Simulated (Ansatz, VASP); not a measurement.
# Two plane-wave programs on La5O

```
La O
1.0
     5.03301    0.00000    0.00000
    -2.51650    4.35871    0.00000
     0.00000    0.00000    8.68302
La O
5 1
Direct
  0.00000 0.00000 0.50000
  0.33333 0.66667 0.71108
  0.66667 0.33333 0.71108
  0.66667 0.33333 0.28892
  0.33333 0.66667 0.28892
  0.00000 0.00000 0.00000
```

Alike in both runs: task single point; functional PBE; k mesh 6 × 6 × 2; occupations gaussian, width 0.1 eV; no spin polarisation.

|  | VASP | Ansatz |
| --- | --- | --- |
| version | VASP 6.6.1 | Ansatz 0.2.0 |
| potentials or method | VASP PAW PBE potentials, release 64 (La, O), cutoff 520 eV | scalar-relativistic, plane waves, PAW |
| valence electrons in the cell | 61 | 61 |

Ansatz gave:

| Item | Value |
| --- | --- |
| gap on the k mesh at the Fermi level (eV) | none |
| pressure (GPa) | 2.4 |
| traceless stress, the component that is largest in VASP (GPa) | -6.69 |
| rms of the force components (eV/Å) | 0.497 |

**Question.** What did VASP give for the same quantities?

**Answer.** gap on the k mesh at the Fermi level (eV): none; pressure (GPa): 2.4; traceless stress, the component that is largest in VASP (GPa): -6.68; rms of the force components (eV/Å): 0.500.

Atom by atom the forces differ by 0.003 eV/Å (rms over components). A gap of «none» marks a metal or a gap that the smearing closes.

The k mesh is coarse, so the values compare programs but aren't converged. Neither program's run includes spin-orbit coupling.
